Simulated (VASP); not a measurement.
Crystal: Yb.

```
CELL_PARAMETERS angstrom
-2.17720 2.17720 2.17720
2.17720 -2.17720 2.17720
2.17720 2.17720 -2.17720
ATOMIC_POSITIONS crystal
Yb 0.00000 0.00000 0.00000
```

This isn't the form of Yb at room conditions, which is fcc.

| Item | Value |
| --- | --- |
| Program | VASP 6.6.1 |
| Task | relaxation of cell and atoms |
| Functional | PBEsol |
| Potentials or basis | VASP PAW PBE potentials, release 64 (Yb) |
| Cutoff | 600 eV |
| k mesh | 10 × 10 × 10 |
| Occupations | fermi-dirac, width 0.1 eV |
| Spin | no spin polarisation |

At the start: pressure -3.5 GPa; volume 41.28 Å³/atom.

Question: How do energy, volume and symmetry change on relaxing?

Answer: Over 12 steps the energy falls by 146.9 meV/atom and the volume is 31.70 Å³/atom (-23.2 %); space group Im-3m (No. 229, to 0.1 Å) before and after.

The path:
```
step  energy change (eV)  largest force (eV/Å)  pressure (GPa)  volume (Å³)
   1              0.0000                0.0000           -3.55        41.28
   2             -0.1065                0.0000           -2.26        36.06
   3             -0.1337                0.0000           -1.58        33.99
   4             -0.1416                0.0000            1.17        30.08
   5             -0.1470                0.0000           -0.07        31.59
   6             -0.1470                0.0000            0.15        31.41
   7             -0.1470                0.0000            0.11        31.57
   8             -0.1464                0.0000           -0.21        32.01
   9             -0.1469                0.0000           -0.23        31.72
  10             -0.1470                0.0000            0.18        31.62
  11             -0.1470                0.0000            0.08        31.67
  12             -0.1469                0.0000           -0.01        31.70
```

Final structure:
```
Yb
1.0
    -1.99365    1.99365    1.99365
     1.99365   -1.99365    1.99365
     1.99365    1.99365   -1.99365
Yb
1
Direct
  0.00000 0.00000 0.00000
```

Caveat: the volume moved by over 15 % at a fixed basis, so the end points are rough; the PAW data sets were made with another functional, which shifts forces and pressure a little.
